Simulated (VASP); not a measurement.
Set up this calculation in VASP 6.6.1, as the native input.

- Task: single point
- Functional: PBE
- Potentials or basis: VASP PAW PBE potentials, release 64 (Nb_sv, In_d, Se)
- Cutoff: 520 eV
- k mesh: 18 × 18 × 6
- Occupations: gaussian, width 0.1 eV
- Spin: no spin polarisation
- Dipole correction: no
- k mesh for the DOS: 27 × 27 × 9
- Occupations for the DOS: tetrahedron
- Further INCAR settings: ALGO = Normal; EDIFF = 1e-06; NBANDS = 30

The system is Nb2InSe.

```
Nb In Se
1.0
     3.22210    0.00000    0.00000
    -1.61105    2.79042    0.00000
     0.00000    0.00000    8.46809
Nb In Se
2 1 1
Direct
  0.66667 0.33333 0.71917
  0.66667 0.33333 0.28083
  0.00000 0.00000 0.00000
  0.33333 0.66667 0.50000
```

The input as run:

POSCAR

```
Nb2InSe
1.0
    3.2221014086      0.0000000000      0.0000000000
   -1.6110507043      2.7904216734      0.0000000000
    0.0000000000      0.0000000000      8.4680939954
Nb In Se
2 1 1
Direct
    0.6666666667      0.3333333333      0.7191699779
    0.6666666667      0.3333333333      0.2808300221
    0.0000000000      0.0000000000      0.0000000000
    0.3333333333      0.6666666667      0.5000000000
```

INCAR.step1

```
SYSTEM = Nb2InSe
PREC = Accurate ; ENCUT = 520
EDIFF = 1E-6 ; ISMEAR = 0
SIGMA = 0.1 ; LREAL = .False.
LASPH = .True. ; NELM = 100
ALGO = Normal ; ISIF = 2
LWAVE = .False. ; LCHARG = .True.
LMAXMIX = 4 ; GGA = PE
NBANDS = 30
```

KPOINTS.step1

```
Automatic mesh
0
Gamma
  18 18 6
  0 0 0
```

INCAR.step2

```
SYSTEM = Nb2InSe
PREC = Accurate ; ENCUT = 520
EDIFF = 1E-6 ; ISMEAR = -5
SIGMA = 0.1 ; LREAL = .False.
LASPH = .True. ; NELM = 100
ALGO = Normal ; ISIF = 2
LWAVE = .False. ; LCHARG = .False.
LMAXMIX = 4 ; GGA = PE
LORBIT = 11 ; NBANDS = 30
NEDOS = 1001 ; ICHARG = 11
```

KPOINTS.step2

```
Automatic mesh
0
Gamma
  27 27 9
  0 0 0
```

Potentials or basis: VASP PAW PBE potentials, release 64 (Nb_sv, In_d, Se).

The run is started by

```bash
$ cat potpaw_PBE.64/Nb_sv/POTCAR potpaw_PBE.64/In_d/POTCAR potpaw_PBE.64/Se/POTCAR > POTCAR
$ cp INCAR.step1 INCAR
$ cp KPOINTS.step1 KPOINTS
$ mpirun -np 1 vasp_std > vasp.out
$ cp INCAR.step2 INCAR
$ cp KPOINTS.step2 KPOINTS
$ mpirun -np 1 vasp_std > vasp.out
```

It gave:

```json
{"Valence electrons inside the program's atomic spheres": "Nb 10.59; In 11.53; Se 3.99"}
```

It took 5 min on 1 thread of Intel(R) Xeon(R) 6975P-C (Granite Rapids), with other jobs on the host, peak memory 0.84 GiB.
